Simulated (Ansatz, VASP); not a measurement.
## BaTiO3 in VASP and in Ansatz

INCAR

```
PREC = Accurate
ENCUT = 520
EDIFF = 1E-6
ISMEAR = -1
SIGMA = 0.05
LREAL = F
LASPH = T
NELM = 80
ALGO = Normal
ISIF = 2
LWAVE = F
LCHARG = T
GGA = PS
LELF = T
LVHAR = T
NBANDS = 28
```

KPOINTS

```
Automatic mesh
0
Gamma
  8 8 8
```

Contents of POSCAR:

```
BaTiO3
1.0
    3.9573602681      0.0000000000      0.0000000000
    0.0000000000      2.8180088222      2.8267000956
    0.0000000000     -2.8180088222      2.8267000956
Ba Ti O
1 1 3
Direct
    0.0000000000      0.0000000000      0.0000000000
    0.5000000000      0.5079000000      0.5079000000
    0.0000000000      0.4921000000      0.4921000000
    0.5000000000      0.5025100000      0.9937100000
    0.5000000000      0.9937100000      0.5025100000
```

Input for Ansatz:

```yaml
crystal:
  lattice:
    - [3.9573602681, 0.0, 0.0]
    - [0.0, 2.8180088222, 2.8267000956]
    - [0.0, -2.8180088222, 2.8267000956]
  atoms:
    - { symbol: Ba, position: [0.0, 0.0, 0.0] }
    - { symbol: Ti, position: [0.5, 0.5079, 0.5079] }
    - { symbol: O, position: [0.0, 0.4921, 0.4921] }
    - { symbol: O, position: [0.5, 0.50251, 0.99371] }
    - { symbol: O, position: [0.5, 0.99371, 0.50251] }
kpoints:
  mp_grid: { grid: [8, 8, 8] }
  band_path:
    path:
      - [0.0, 0.0, 0.0]
      - [0.0, 0.5, 0.5]
      - [0.0, 0.5015349898, 0.4984650102]
      - [0.0, 0.4984650102, -0.4984650102]
      - [0.0, 0.0, 0.0]
      - [0.5, 0.0, 0.0]
      - [0.5, 0.4984650102, -0.4984650102]
      - [0.5, 0.5015349898, 0.4984650102]
      - [0.5, 0.5, 0.5]
    npoints: 5
scf:
  occupations: { method: fermi_dirac, width: 0.05 }
hamiltonian:
  xc: pbesol
  pseudopotentials: { kind: all_electron, lapw: { basis_error: 0.001 } }
output:
  forces: true
  stress: true
  eigenvalues: true
```

Change from the starting cell: volume scaled by 0.98.

Alike in both runs: task single point; functional PBEsol; k mesh 8 × 8 × 8; occupations fermi-dirac, width 0.05 eV; no spin polarisation.

|  | VASP | Ansatz |
| --- | --- | --- |
| version | VASP 6.6.1 | Ansatz 0.2.0 |
| potentials or method | VASP PAW PBE potentials, release 64 (Ba_sv, Ti_sv, O), cutoff 520 eV | all-electron LAPW, scalar-relativistic |

|  | VASP | Ansatz | Ansatz less VASP |
| --- | --- | --- | --- |
| gap on the k mesh at the Fermi level (eV) | 1.78 | 1.85 | +0.063 |
| pressure (GPa) | 1.0 | -1.0 | -1.94 |
| traceless stress, the component that is largest in VASP (GPa) | -0.74 | -0.72 | +0.016 |
| rms of the force components (eV/Å) | 0.075 | 0.079 | +0.0043 |

VASP's potentials were made for PBE, not for PBEsol. Atom by atom the forces differ by 0.009 eV/Å (rms over components). Ansatz ran all-electron here, and VASP with PAW potentials.

Spin-orbit coupling is off throughout.
